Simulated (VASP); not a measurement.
# Mg2C3 (C2/m) in VASP: settings compared

Aim: see how the results for Mg2C3 move with the level of theory and the settings. Levels: PBEsol+D3(BJ), RPBE+D4, PBE+D4. Tasks: single point.

Program: VASP 6.6.1. These are calculated values, not measurements. Logs are shortened: lines on timing, memory, paths and dates and some standing lists are left out, and cuts for length are marked.

## 1. The cell of the first run

It takes space group C2/m (No. 12, monoclinic). Conventional cell: a = 4.696 Å, b = 4.535 Å, c = 4.860 Å, α = 90.00°, β = 103.30°, γ = 90.00°. Mg (site symmetry m) has 11 C at 2.19 to 3.39 Å and 9 Mg at 2.95 to 3.26 Å within 3.4 Å. C (site symmetry m) has 1 C at 1.32 Å within 1.8 Å. Within 1.8 Å of C (site symmetry 2/m) lie 2 C at 1.32 Å.

## 2. Single point, PBEsol+D3(BJ) (10.07 Å³/atom)

INCAR reads:

```
PREC = Accurate
ENCUT = 520
EDIFF = 1E-6
ISMEAR = 0
SIGMA = 0.05
LREAL = False
LASPH = True
NELM = 100
ALGO = Normal
ISIF = 2
LWAVE = False
LCHARG = True
GGA = PS
IVDW = 12
LELF = True
LVHAR = True
NBANDS = 16
```

KPOINTS reads:

```
regular mesh
0
Gamma
  8 8 6
```

POSCAR reads:

```
Mg2C3
1.0
    2.3477529529     -2.2674580795      0.0183973131
    2.3477529529      2.2674580795      0.0183973131
   -1.1553348288      0.0000000000      4.7202751500
Mg C
2 3
Direct
    0.8085063334      0.8085063334      0.2020107751
    0.1914936666      0.1914936666      0.7979892249
    0.2971166635      0.2971166635      0.2615931998
    0.7028833365      0.7028833365      0.7384068002
    0.5000000000      0.5000000000      0.5000000000
```

Potentials or basis: VASP PAW PBE potentials, release 64 (Mg, C).

Run with:

```sh
cat potpaw_PBE.64/Mg/POTCAR potpaw_PBE.64/C/POTCAR > POTCAR
mpirun -np 1 vasp_std > vasp.out
```

OUTCAR:

```text
PREC = Accurate
   ENCUT = 520
   EDIFF = 1E-6
   ISMEAR = 0
   LREAL = False
   LASPH = True
   NELM = 100
   ISIF = 2
   GGA = PS
   IVDW = 12
 IVDW          = 12

 ion  position               nearest neighbor table
   1  0.809  0.809  0.202-   4 2.19   3 2.25   5 2.27   3 2.29   3 2.29   3 2.48   5 2.73   5 2.73
                             4 2.76   2 2.95   2 2.97   2 2.97   2 3.04   2 3.10
   2  0.191  0.191  0.798-   3 2.19   4 2.25   5 2.27   4 2.29   4 2.29   4 2.48   5 2.73   5 2.73
                             3 2.76   1 2.95   1 2.97   1 2.97   1 3.04   1 3.10
   3  0.297  0.297  0.262-   5 1.32   2 2.19   1 2.25   1 2.29   1 2.29   1 2.48   2 2.76
   4  0.703  0.703  0.738-   5 1.32   1 2.19   2 2.25   2 2.29   2 2.29   2 2.48   1 2.76
   5  0.500  0.500  0.500-   3 1.32   4 1.32   1 2.27   2 2.27   2 2.73   2 2.73   1 2.73   1 2.73

  LATTYP: Found a base centered monoclinic cell.
 ALAT       =     4.6956500674
 B/A-ratio  =     0.9657696153
 C/A-ratio  =     1.0349171174
 COS(beta)  =    -0.2301238346

  Lattice vectors:

 A1 = (   2.3477529529,  -2.2674580795,   0.0183973131)
 A2 = (   2.3477529529,   2.2674580795,   0.0183973131)
 A3 = (  -1.1553348288,   0.0000000000,   4.7202751500)

Analysis of symmetry for initial positions (statically):
=====================================================================
 Subroutine PRICEL returns:
 Original cell was already a primitive cell.

 Routine SETGRP: Setting up the symmetry group for a
 base centered monoclinic supercell.

 Subroutine GETGRP returns: Found  4 space group operations
 (whereof  4 operations were pure point group operations)
 out of a pool of  4 trial point group operations.

The static configuration has the point symmetry C_2h.

Analysis of symmetry for dynamics (positions and initial velocities):
=====================================================================
 Subroutine PRICEL returns:
 Original cell was already a primitive cell.

 Routine SETGRP: Setting up the symmetry group for a
 base centered monoclinic supercell.

 Subroutine GETGRP returns: Found  4 space group operations
 (whereof  4 operations were pure point group operations)
 out of a pool of  4 trial point group operations.

The dynamic configuration has the point symmetry C_2h.

 Subroutine INISYM returns: Found  4 space group operations
 (whereof  4 operations are pure point group operations),
 and found     1 'primitive' translations

----------------------------------------------------------------------------------------

                                     Primitive cell

  volume of cell :      50.3525

  direct lattice vectors                    reciprocal lattice vectors
     2.347752953 -2.267458079  0.018397313     0.212561909 -0.220511243  0.052026666
     2.347752953  2.267458079  0.018397313     0.212561909  0.220511243  0.052026666
    -1.155334829  0.000000000  4.720275150    -0.001656924  0.000000000  0.211446508

  length of vectors
     3.263992728  3.263992728  4.859608632     0.310667905  0.310667905  0.211453000

  position of ions in fractional coordinates (direct lattice)
     0.808506333  0.808506333  0.202010775
     0.191493667  0.191493667  0.797989225
     0.297116663  0.297116663  0.261593200
     0.702883337  0.702883337  0.738406800
     0.500000000  0.500000000  0.500000000

  ion indices of the primitive-cell ions
   primitive index   ion index
                 1           1
                 2           2
                 3           3
                 4           4
                 5           5

----------------------------------------------------------------------------------------

 KPOINTS: regular mesh

Automatic generation of k-mesh.
 Grid dimensions read from file:
 generate k-points for:    8    8    6

 Generating k-lattice:

  Cartesian coordinates                     Fractional coordinates (reciprocal lattice)
     0.026570239 -0.027563905  0.006503333     0.125000000 -0.000000000  0.000000000
     0.026570239  0.027563905  0.006503333    -0.000000000  0.125000000  0.000000000
    -0.000276154  0.000000000  0.035241085     0.000000000  0.000000000  0.166666667

  Length of vectors
     0.038833488  0.038833488  0.035242167

  Shift w.r.t. Gamma in fractional coordinates (k-lattice)
     0.000000000  0.000000000  0.000000000

 Subroutine IBZKPT returns following result:
 ===========================================

 Found    114 irreducible k-points:

 Following reciprocal coordinates:
            Coordinates               Weight
  0.000000  0.000000  0.000000      1.000000
  0.125000 -0.000000  0.000000      4.000000
  0.250000 -0.000000  0.000000      4.000000
  0.375000 -0.000000  0.000000      4.000000
  0.500000 -0.000000  0.000000      2.000000
  0.125000  0.125000  0.000000      2.000000
[... 16 lines left out ...]
  0.125000 -0.000000  0.166667      4.000000
  0.250000  0.000000  0.166667      4.000000
 [... further k-points ...]
   k-points           NKPTS =    114   k-points in BZ     NKDIM =    114   number of bands    NBANDS=     16
   number of dos      NEDOS =    301   number of ions     NIONS =      5
   total plane-waves  NPLWV =  20736
   dimension x,y,z NGX =    24 NGY =   24 NGZ =   36
   dimension x,y,z NGXF=    48 NGYF=   48 NGZF=   72
   ions per type =               2   3
   NGX,Y,Z   is equivalent  to a cutoff of  12.22, 12.22, 12.32 a.u.
   NGXF,Y,Z  is equivalent  to a cutoff of  24.45, 24.45, 24.63 a.u.
 SYSTEM =  unknown system
   PREC   = accura    normal or accurate (medium, high low for compatibility)
   ISTART =      0    job   : 0-new  1-cont  2-samecut
   ICHARG =      2    charge: 1-file 2-atom 10-const
   ISPIN  =      1    spin polarized calculation?
   LNONCOLLINEAR =      F non collinear calculations
   LSORBIT =      F    spin-orbit coupling
   LASPH  =      T    aspherical Exc in radial PAW
   ENCUT  =  520.0 eV  38.22 Ry    6.18 a.u.   6.07  6.07  9.04*2*pi/ulx,y,z
   NELM   =    100;   NELMIN=  2; NELMDL= -5     # of ELM steps
   EDIFF  = 0.1E-05   stopping-criterion for ELM
   LREAL  =      F    real-space projection
   EDIFFG = 0.1E-04   stopping-criterion for IOM
   NSW    =      0    number of steps for IOM
   IBRION =     -1    ionic relax: 0-MD 1-quasi-New 2-CG
   NFREE  =      0    steps in history (QN), initial steepest desc. (CG)
   ISIF   =      2    stress and relaxation
   ISYM   =      2    0-nonsym 1-usesym 2-fastsym
   POTIM  = 0.5000    time-step for ionic-motion
   TEBEG  =    0.0;   TEEND  =   0.0 temperature during run
   PSTRESS=    0.0 pullay stress
   NELECT =      16.0000    total number of electrons
   NUPDOWN=      -1.0000    fix difference up-down
   EMIN   =  10.00;   EMAX   =-10.00  energy-range for DOS
   EFERMI =   0.00;   METHOD = LEGACY
   ISMEAR =     0;   SIGMA  =   0.05  broadening in eV -4-tet -1-fermi 0-gaus
   EFERMI_NEDOS =   21; number of points for ismear=-14 and -15
   IALGO  =     38    algorithm
   IMIX   =      4    mixing-type and parameters
     AMIX     =   0.40;   BMIX     =  1.00
     AMIX_MAG =   1.60;   BMIX_MAG =  1.00
  volume/ion in A,a.u.               =      10.07        67.96
  Fermi-wavevector in a.u.,A,eV,Ry     =   1.117140  2.111089 16.980109  1.248003
  Thomas-Fermi vector in A             =   2.253761
   LORBIT       =      0    0 simple, 1 ext, 2 COOP (PROOUT), +10 PAW based schemes
   GGA     = PS    functional components
   LHFCALC =     F    Hartree Fock is set to
   AEXX    =    0.0000 exact exchange contribution
   IVDW    =    12    specifies the selected vdW correction
   LEPSILON=     F    determine dielectric tensor
   LRPA    =     F    only Hartree local field effects (RPA)
 non-spin polarized calculation
 Gauss-broadening in eV      SIGMA  =   0.05
  energy-cutoff  :      520.00
  volume of cell :       50.35
 maximum number of plane-waves:      1376
   NGX = 13   NGY = 13   NGZ = 19

 number of electron      16.0000000 magnetization

 Free energy of the ion-electron system (eV)
  ---------------------------------------------------
  ext. energy  EPLUGINS =         0.00000000
  ---------------------------------------------------
  free energy    TOTEN  =       -31.25364992 eV

  energy without entropy =      -31.25364992  energy(sigma->0) =      -31.25364992

 E-fermi :   5.2839     XC(G=0): -10.9055

 val. band max:        5.0696077631   @ k =   0.1250   0.1250   0.3333
 cond. band min:       6.8205248612   @ k =   0.5000   0.5000   0.0000
 fundamental gap:      1.7509170981
 Fermi energy:         5.2839406482

 k-point     1 :       0.0000    0.0000    0.0000
  band No.  band energies     occupation
      1     -11.2370      2.00000
      2      -7.0991      2.00000
      3      -2.5358      2.00000
      4       0.9193      2.00000
      5       1.7379      2.00000
      6       2.2074      2.00000
[... 8 lines left out ...]
     15      15.0899      0.00000
     16      16.0787      0.00000

 k-point     2 :       0.1250   -0.0000    0.0000
  band No.  band energies     occupation
      1     -11.1383      2.00000
      2      -7.0833      2.00000
      3      -2.4046      2.00000
      4       0.5065      2.00000
      5       1.4274      2.00000
      6       2.0814      2.00000
[... 8 lines left out ...]
     15      14.7222      0.00000
     16      16.0913      0.00000

 k-point     3 :       0.2500   -0.0000    0.0000
  band No.  band energies     occupation
      1     -10.8774      2.00000
      2      -7.0651      2.00000
      3      -2.1073      2.00000
      4      -0.4542      2.00000
      5       1.2179      2.00000
      6       1.9253      2.00000
[... 8 lines left out ...]
     15      14.5356      0.00000
     16      16.0842      0.00000
[... 362 lines left out ...]
 k-point    23 :       0.1250   -0.0000    0.1667
  band No.  band energies     occupation
      1     -11.0822      2.00000
      2      -7.2958      2.00000
      3      -1.9537      2.00000
      4       0.2609      2.00000
      5       1.3403      2.00000
      6       1.7686      2.00000
[... 8 lines left out ...]
     15      14.5972      0.00000
     16      16.4699      0.00000

 k-point    24 :       0.2500    0.0000    0.1667
  band No.  band energies     occupation
      1     -10.8201      2.00000
      2      -7.2580      2.00000
      3      -1.4488      2.00000
      4      -0.9019      2.00000
      5       0.8840      2.00000
      6       1.6919      2.00000
[... 8 lines left out ...]
     15      15.1566      0.00000
     16      15.8472      0.00000

 [... further k-points ...]

------------------------ aborting loop because EDIFF is reached ----------------------------------------

 Edisp (eV)   -1.07811

 E8    (eV) :    -0.6533

  FORCE on cell =-STRESS in cart. coord.  units (eV):
  Direction    XX          YY          ZZ          XY          YZ          ZX
  --------------------------------------------------------------------------------------
  -------------------------------------------------------------------------------------
  Total       1.65191     1.61452     1.75412     0.00000     0.00000     0.10273
  in kB      52.56233    51.37286    55.81456     0.00000     0.00000     3.26890
  external pressure =       53.25 kB  Pullay stress =        0.00 kB

 VOLUME and BASIS-vectors are now :
 -----------------------------------------------------------------------------
  energy-cutoff  :      520.00
  volume of cell :       50.35
      direct lattice vectors                 reciprocal lattice vectors
     2.347752953 -2.267458079  0.018397313     0.212561909 -0.220511243  0.052026666
     2.347752953  2.267458079  0.018397313     0.212561909  0.220511243  0.052026666
    -1.155334829  0.000000000  4.720275150    -0.001656924  0.000000000  0.211446508

 POSITION                                       TOTAL-FORCE (eV/Angst)
 -----------------------------------------------------------------------------------
      3.56296      0.00000      0.98330         0.002204      0.000000      0.000327
     -0.02279      0.00000      3.77377        -0.002204      0.000000     -0.000327
      1.09289      0.00000      1.24572        -0.034889      0.000000     -0.049679
      2.44729      0.00000      3.51135         0.034889      0.000000      0.049679
      1.77009      0.00000      2.37853        -0.000000      0.000000      0.000000
 -----------------------------------------------------------------------------------
    total drift:                               -0.000000     -0.000000     -0.000000

  FREE ENERGIE OF THE ION-ELECTRON SYSTEM (eV)
  ---------------------------------------------------
  free  energy   TOTEN  =       -32.3317601253 eV

  energy  without entropy=      -32.3317601253  energy(sigma->0) =      -32.33176013
```

It took 100 s on 1 thread of Intel Xeon 8259CL, shared host; peak memory 0.23 GiB.

What came out:

```yaml
Free_energy: -32.3318 eV
Pressure: 5.3 GPa
Largest_force: 0.061 eV/Å
Band_gap_on_the_k_mesh: 1.75 eV (least direct gap 2.58 eV)
Dispersion_energy_per_atom: -0.216 eV
```

Forces on the atoms (eV/Å):
```
Mg   0.002  0.000  0.000
Mg  -0.002  0.000  0.000
C   -0.035  0.000 -0.050
C    0.035  0.000  0.050
C    0.000  0.000  0.000
```

Stress tensor (GPa, compression positive):
```
5.26 0.00 0.33
0.00 5.14 0.00
0.33 0.00 5.58
```

Levels at points of the mesh, in eV from the valence-band top:
| k point | band 6 | band 7 | band 8 | band 9 | band 10 | band 11 |
| --- | --- | --- | --- | --- | --- | --- |
| (0.00, 0.00, 0.00) | -2.86 | -1.55 | -0.74 | 3.75 | 4.06 | 4.12 |
| (0.50, 0.00, 0.00) | -3.25 | -3.13 | -0.16 | 2.92 | 4.90 | 6.83 |
| (0.50, 0.50, 0.00) | -3.74 | -2.41 | -1.21 | 1.75 | 2.31 | 3.34 |
| (0.00, 0.00, 0.50) | -3.52 | -0.97 | -0.01 | 3.18 | 3.41 | 4.85 |
| (0.50, 0.00, 0.50) | -3.08 | -1.24 | -0.25 | 2.33 | 3.87 | 6.25 |
| (0.50, 0.50, 0.50) | -3.95 | -3.09 | -2.16 | 2.19 | 3.97 | 5.75 |

Caveat: the cell stands under pressure; the PAW data sets were made with another functional, which shifts forces and pressure a little. A k mesh can miss the band edges.

## 3. Single point, PBEsol+D3(BJ) (10.28 Å³/atom)

This run uses another cell than the first one, of 10.28 Å³/atom.

INCAR reads:

```
SYSTEM = Mg2C3
PREC = Accurate
ENCUT = 520
EDIFF = 1E-6
ISMEAR = 0
SIGMA = 0.05
LREAL = .FALSE.
LASPH = .TRUE.
NELM = 100
ALGO = Normal
ISIF = 2
LWAVE = .FALSE.
LCHARG = .FALSE.
GGA = PS
IVDW = 12
NBANDS = 16
```

KPOINTS reads:

```
regular mesh
0
G
  8 8 6
  0 0 0
```

POSCAR reads:

```
Mg2C3
1.0
    2.3620327049     -2.2848615377      0.0137252719
    2.3620327049      2.2848615377      0.0137252719
   -1.1720298247      0.0000000000      4.7553080311
Mg C
2 3
Direct
    0.8087805163      0.8087805163      0.2012664179
    0.1912194837      0.1912194837      0.7987335821
    0.2982692635      0.2982692635      0.2618771148
    0.7017307365      0.7017307365      0.7381228852
    0.5000000000      0.5000000000      0.5000000000
```

Potentials or basis: VASP PAW PBE potentials, release 64 (Mg, C).

Run with:

```sh
cat potpaw_PBE.64/Mg/POTCAR potpaw_PBE.64/C/POTCAR > POTCAR
mpirun -np 1 vasp_std > vasp.out
```

OUTCAR:

```text
SYSTEM = Mg2C3
   PREC = Accurate
   ENCUT = 520
   EDIFF = 1E-6
   ISMEAR = 0
   LREAL = .FALSE.
   LASPH = .TRUE.
   NELM = 100
   ISIF = 2
   GGA = PS
   IVDW = 12
 IVDW          = 12

 ion  position               nearest neighbor table
   1  0.809  0.809  0.201-   4 2.21   3 2.26   5 2.29   3 2.31   3 2.31   3 2.50   5 2.75   5 2.75
                             4 2.79   2 2.97   2 2.98   2 2.98   2 3.06   2 3.12
   2  0.191  0.191  0.799-   3 2.21   4 2.26   5 2.29   4 2.31   4 2.31   4 2.50   5 2.75   5 2.75
[... 671 lines left out ...]
  -------------------------------------------------------------------------------------
  Total       0.79532     0.75832     0.88161     0.00000     0.00000     0.09844
  in kB      24.78992    23.63678    27.47950     0.00000     0.00000     3.06823
  external pressure =       25.30 kB  Pullay stress =        0.00 kB

 VOLUME and BASIS-vectors are now :
 -----------------------------------------------------------------------------
  energy-cutoff  :      520.00
  volume of cell :       51.40
      direct lattice vectors                 reciprocal lattice vectors
     2.362032705 -2.284861538  0.013725272     0.211379350 -0.218831641  0.052098182
     2.362032705  2.284861538  0.013725272     0.211379350  0.218831641  0.052098182
    -1.172029825  0.000000000  4.755308031    -0.001220211  0.000000000  0.209990577

 POSITION                                       TOTAL-FORCE (eV/Angst)
 -----------------------------------------------------------------------------------
      3.58484      0.00000      0.97929        -0.002355      0.000000     -0.002643
     -0.03281      0.00000      3.80347         0.002355      0.000000      0.002643
      1.10212      0.00000      1.25349        -0.036825      0.000000     -0.050655
      2.44992      0.00000      3.52926         0.036825      0.000000      0.050655
      1.77602      0.00000      2.39138         0.000000      0.000000      0.000000
 -----------------------------------------------------------------------------------
    total drift:                                0.000000      0.000000     -0.000000

  FREE ENERGIE OF THE ION-ELECTRON SYSTEM (eV)
  ---------------------------------------------------
  free  energy   TOTEN  =       -32.3567431615 eV

  energy  without entropy=      -32.3567431615  energy(sigma->0) =      -32.35674316
```

stdout:

```text
POSCAR found type information on POSCAR MgC
 POSCAR found :  2 types and       5 ions
 scaLAPACK will be used
 -----------------------------------------------------------------------------
|                                                                             |
|                                                                             |
|     You enforced a specific xc type in the INCAR file but a different       |
|     I HOPE YOU KNOW WHAT YOU ARE DOING!                                     |
|                                                                             |
 -----------------------------------------------------------------------------

 LDA part: xc-table for (Slater+PW92), standard interpolation
 POSCAR, INCAR and KPOINTS ok, starting setup
 FFT: planning ... GRIDC
 FFT: planning ... GRID_SOFT
 FFT: planning ... GRID
 WAVECAR not read
 entering main loop
```

Run time: 95 s. Hardware: 1 thread of Intel Xeon 8259CL, shared host; peak memory 0.23 GiB.

What came out:

```
Free energy                : -32.3567 eV
Pressure                   : 2.5 GPa
Largest force              : 0.063 eV/Å
Band gap on the k mesh     : 1.73 eV (least direct gap 2.52 eV)
Dispersion energy per atom : -0.211 eV
```

Forces on the atoms (eV/Å):
```
Mg  -0.002  0.000 -0.003
Mg   0.002  0.000  0.003
C   -0.037  0.000 -0.051
C    0.037  0.000  0.051
C    0.000  0.000  0.000
```

Caveat: the PAW data sets were made with another functional, which shifts forces and pressure a little. A k mesh can miss the band edges.

[end of part 1 of 2]
